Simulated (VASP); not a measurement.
Set up this calculation in VASP 6.6.1, as the native input.

```
Task                   : relaxation of cell and atoms
Functional             : PBE
Potentials or basis    : VASP PAW PBE potentials, release 64 (Sc_sv, In_d, Sb)
Cutoff                 : 600 eV
k mesh                 : 8 × 8 × 8
Occupations            : gaussian, width 0.1 eV
Spin                   : no spin polarisation
Dipole correction      : no
Further INCAR settings : ALGO = Fast; EDIFF = 1e-06; IBRION = 2; EDIFFG = -0.01; NSW = 100; ISIF = 3
```

The structure of Sc4InSb lies in POSCAR:

```
Sc4InSb
1.0
    0.0000000000      4.1742574142      4.1742574142
    4.1742574142      0.0000000000      4.1742574142
    4.1742574142      4.1742574142      0.0000000000
Sc In Sb
4 1 1
Direct
    0.6253282804      0.6253282804      0.1240151587
    0.6253282804      0.1240151587      0.6253282804
    0.1240151587      0.6253282804      0.6253282804
    0.6253282804      0.6253282804      0.6253282804
    0.0000000000      0.0000000000      0.0000000000
    0.2500000000      0.2500000000      0.2500000000
```

The cell was generated, and may not be a known phase.

One way to write it, as run:

INCAR

```
SYSTEM = Sc4InSb
PREC = Accurate
ENCUT = 600
EDIFF = 1E-6
ISMEAR = 0
SIGMA = 0.1
LREAL = .FALSE.
LASPH = .TRUE.
NELM = 80
ALGO = Fast
ISIF = 3
LWAVE = .FALSE.
LCHARG = .FALSE.
GGA = PE
IBRION = 2
NSW = 100
EDIFFG = -0.01
```

KPOINTS

```
regular mesh
0
G
  8 8 8
  0 0 0
```

Potentials or basis: VASP PAW PBE potentials, release 64 (Sc_sv, In_d, Sb).

Launch:

```sh
$ cat potpaw_PBE.64/Sc_sv/POTCAR potpaw_PBE.64/In_d/POTCAR potpaw_PBE.64/Sb/POTCAR > POTCAR
$ mpirun -np 1 vasp_std > vasp.out
```

It gave:

```yaml
Relaxed_volume: 24.27 Å³/atom
Relaxed_cell: a = 5.906 Å, b = 5.906 Å, c = 5.906 Å, α = 60.00°, β = 60.00°, γ = 60.00°
Space_group_after_relaxing_to_0.1_Å: F-43m (No. 216)
Energy_gained_by_relaxing: 0.0 meV/atom
Ionic_steps: 2
Pressure_after_relaxing: 0.0 GPa
Largest_force_after_relaxing: 0.005 eV/Å
Band_gap_on_the_k_mesh: zero (bands 31 and 32 overlap by 0.72 eV)
```

Caveat: spin-orbit coupling is left out, which moves the levels of the heavy elements.

Wall time 11 min on 1 thread of Intel(R) Xeon(R) Platinum 8488C (Sapphire Rapids) (shared host), peak memory 0.46 GiB.
